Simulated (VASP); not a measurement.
Wanted: the native input for a VASP 6.6.1 run.

| Quantity | Value |
| --- | --- |
| Task | single point |
| Functional | PBE |
| Potentials or basis | VASP PAW PBE potentials, release 64 (Rh_pv, Pt) |
| Cutoff | 520 eV |
| k mesh | 6 × 6 × 6 |
| Occupations | gaussian, width 0.1 eV |
| Spin | no spin polarisation |
| Dipole correction | no |
| Further INCAR settings | ALGO = Normal; EDIFF = 1e-07; NBANDS = 62 |

The structure of Pt3Rh5 lies in POSCAR:

```
Pt3Rh5
1.0
    0.0000000000      3.8828912125      3.8828912125
    3.8822897686      0.0000000000      3.8828912125
    3.8822897686      3.8828912125      0.0000000000
Rh Pt
5 3
Direct
    0.0000000000      0.0000000000      0.0000000000
    0.0000000000      0.5000000000      0.0000000000
    0.0000000000      0.5000000000      0.5000000000
    0.5000000000      0.0000000000      0.0000000000
    0.5000000000      0.5000000000      0.5000000000
    0.0000000000      0.0000000000      0.5000000000
    0.5000000000      0.0000000000      0.5000000000
    0.5000000000      0.5000000000      0.0000000000
```

One way to write it, as run:

INCAR

```
SYSTEM = Pt3Rh5
PREC = Accurate
ENCUT = 520
EDIFF = 1E-7
ISMEAR = 0
SIGMA = 0.1
LREAL = .False.
LASPH = .True.
NELM = 60
ALGO = Normal
ISIF = 2
LWAVE = .False.
LCHARG = .False.
GGA = PE
NBANDS = 62
```

KPOINTS

```
Automatic mesh
0
Gamma
  6 6 6
  0 0 0
```

Potentials or basis: VASP PAW PBE potentials, release 64 (Rh_pv, Pt).

Run with:

```bash
$ cat potpaw_PBE.64/Rh_pv/POTCAR potpaw_PBE.64/Pt/POTCAR > POTCAR
$ mpirun -np 1 vasp_std > vasp.out
```

Results of the run:

- Pressure: -0.2 GPa
- Band gap on the k mesh: zero (an odd number of electrons rules out a gap without spin polarisation)

Caveat: spin-orbit coupling is left out, which moves the levels of the heavy elements.

It took 6.7 min on 1 thread of Intel Xeon 8259CL, on a shared host, peak memory 0.35 GiB.
